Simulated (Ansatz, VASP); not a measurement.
## Mg2WO4: VASP beside Ansatz

```
Mg W O
1.0
     0.00000    3.55260    3.55260
     3.55260    0.00000    3.55260
     3.55260    3.55260    0.00000
Mg W O
2 1 4
Direct
  0.00000 0.00000 0.00000
  0.75000 0.75000 0.75000
  0.50000 0.50000 0.50000
  0.33844 0.33844 0.33844
  0.33844 0.33844 0.98467
  0.33844 0.98467 0.33844
  0.98467 0.33844 0.33844
```

Alike in both runs: task single point; functional PBE; k mesh 4 × 4 × 4; occupations gaussian, width 0.1 eV; no spin polarisation.

|  | VASP | Ansatz |
| --- | --- | --- |
| version | VASP 6.6.1 | Ansatz 0.2.0 |
| potentials or method | VASP PAW PBE potentials, release 64 (Mg, W_sv, O), cutoff 520 eV | scalar-relativistic, plane waves, PAW |
| valence electrons in the cell | 42 | 58 |

|  | VASP | Ansatz | Ansatz less VASP |
| --- | --- | --- | --- |
| gap on the k mesh at the Fermi level (eV) | none | none | - |
| pressure (GPa) | 17.3 | 16.9 | -0.40 |
| rms of the force components (eV/Å) | 5.520 | 5.613 | +0.0923 |

Atom by atom the forces differ by 0.092 eV/Å (rms over components). A gap of «none» marks a metal or a gap that the smearing closes. VASP's potentials hold 42 valence electrons a cell and Ansatz's 58, so a difference there can come from the potentials and not from the codes.

The k mesh is coarse, so the values compare programs but aren't converged. Spin-orbit coupling is off throughout.
